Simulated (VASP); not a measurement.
Write the native input for VASP 6.6.1 that does the following.

```
Task                   : single point
Functional             : PBE
Potentials or basis    : VASP PAW PBE potentials, release 64 (Pb_d)
Cutoff                 : 520 eV
k mesh                 : 12 × 12 × 12
Occupations            : methfessel-paxton, width 0.2 eV
Spin                   : no spin polarisation
Dipole correction      : no
Further INCAR settings : ALGO = Normal; EDIFF = 1e-06; NBANDS = 13
```

The structure of Pb lies in POSCAR:

```
Pb
1.0
    0.0000000000      2.4698000000      2.4698000000
    2.4698000000      0.0000000000      2.4698000000
    2.4698000000      2.4698000000      0.0000000000
Pb
1
Direct
    0.0000000000      0.0000000000      0.0000000000
```

These files were run (other wordings do the same):

INCAR

```
SYSTEM = Pb
  ALGO = Normal
  EDIFF = 1E-6
  ENCUT = 520
  GGA = PE
  ISIF = 2
  ISMEAR = 1
  LASPH = .TRUE.
  LCHARG = .FALSE.
  LREAL = .FALSE.
  LWAVE = .FALSE.
  NBANDS = 13
  NELM = 100
  PREC = Accurate
  SIGMA = 0.2
```

KPOINTS

```
k-points
0
G
  12 12 12
  0 0 0
```

Potentials or basis: VASP PAW PBE potentials, release 64 (Pb_d).

Run with:

```bash
$ cat potpaw_PBE.64/Pb_d/POTCAR > POTCAR
$ mpirun -np 1 vasp_std > vasp.out
```

Results of the run:

```yaml
Pressure: 2.9 GPa
Band_gap_on_the_k_mesh: zero (band 7 reaches 14.82 eV, above the bottom of band 8 at 5.80 eV)
```

Caveat: spin-orbit coupling is left out, which moves the levels of the heavy elements.

It took 26 s on 1 thread of AMD EPYC 7R43 64-Core Processor (Zen 3) (shared host), peak memory 0.14 GiB.
